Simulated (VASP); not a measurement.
Set up this calculation in VASP 6.6.1, as the native input.

| Property | Result |
| --- | --- |
| Task | single point |
| Functional | PBE |
| Potentials or basis | VASP PAW PBE potentials, release 64 (B) |
| Cutoff | 520 eV |
| k mesh | 18 × 18 × 6 |
| Occupations | gaussian, width 0.1 eV |
| Spin | no spin polarisation |
| Dipole correction | no |
| Further INCAR settings | ALGO = Normal; EDIFF = 1e-06; NBANDS = 20 |

The structure of B lies in POSCAR:

```
B
1.0
    2.8431623021      0.0000000000      0.0000000000
   -1.4215811510      2.4622507807      0.0000000000
    0.0000000000      0.0000000000      6.6234250005
B
7
Direct
    0.6666666667      0.3333333333      0.6635839918
    0.0000000000      0.0000000000      0.7547780640
    0.6666666667      0.3333333333      0.9115079267
    0.3333333333      0.6666666667      0.0884920733
    0.0000000000      0.0000000000      0.2452219360
    0.3333333333      0.6666666667      0.3364160082
    0.0000000000      0.0000000000      0.5000000000
```

The cell was built from a structure type or drawn by symmetry, and may not be a known phase.

These files were run (other wordings do the same):

INCAR

```
SYSTEM = B
ALGO = Normal
EDIFF = 1E-6
ENCUT = 520
GGA = PE
ISIF = 2
ISMEAR = 0
LASPH = .TRUE.
LCHARG = .FALSE.
LREAL = .FALSE.
LWAVE = .FALSE.
NBANDS = 20
NELM = 100
PREC = Accurate
SIGMA = 0.1
```

KPOINTS

```
k-points
0
G
  18 18 6
  0 0 0
```

Potentials or basis: VASP PAW PBE potentials, release 64 (B).

Run with:

```sh
$ cat potpaw_PBE.64/B/POTCAR > POTCAR
$ mpirun -np 1 vasp_std > vasp.out
```

It gave:

```json
{
 "Pressure": "0.1 GPa",
 "Largest force": "0.020 eV/Å",
 "Band gap on the k mesh": "zero (an odd number of electrons rules out a gap without spin polarisation)"
}
```

It took 74 s on 1 thread of Intel(R) Xeon(R) 6975P-C (Granite Rapids), on a shared host, peak memory 0.25 GiB.
